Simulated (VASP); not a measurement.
A run of VASP 6.6.1 is set up as follows.

File INCAR:

```
  ALGO = Normal
  EDIFF = 1E-7
  ENCUT = 520
  GGA = CA
  ISIF = 2
  ISMEAR = 0
  LASPH = True
  LCHARG = True
  LELF = True
  LREAL = False
  LVHAR = True
  LWAVE = False
  NBANDS = 25
  NELM = 100
  PREC = Accurate
  SIGMA = 0.05
```

The input KPOINTS:

```
k-points
0
Gamma
  6 6 10
```

Contents of POSCAR:

```
SiO2
1.0
    4.0177136918      0.0000000000      0.0000000000
    0.0000000000      4.0177136918      0.0000000000
    0.0000000000      0.0000000000      2.5732833613
Si O
2 4
Direct
    0.5000000000      0.5000000000      0.5000000000
    0.0000000000      0.0000000000      0.0000000000
    0.6944252994      0.6944252994      0.0000000000
    0.1944252994      0.8055747006      0.5000000000
    0.3055747006      0.3055747006      0.0000000000
    0.8055747006      0.1944252994      0.5000000000
```

Potentials or basis: VASP PAW LDA potentials, release 64 (Si, O).

The run is started by

```console
$ cat potpaw_LDA.64/Si/POTCAR potpaw_LDA.64/O/POTCAR > POTCAR
$ mpirun -np 1 vasp_std > vasp.out
```

Question: Predict the pressure.

Answer: 43.5 GPa.

Question: What does it give for the band gap on the k mesh?

Answer: 6.75 eV.

Question: Estimate the largest force.

Answer: 0.785 eV/Å.

Forces in eV/Å, atoms in the order of the input:
```
Si   0.000  0.000  0.000
Si   0.000  0.000  0.000
O    0.555  0.555  0.000
O    0.555 -0.555  0.000
O   -0.555 -0.555  0.000
O   -0.555  0.555  0.000
```

Caveat: the cell stands under pressure. A k mesh can miss the band edges.
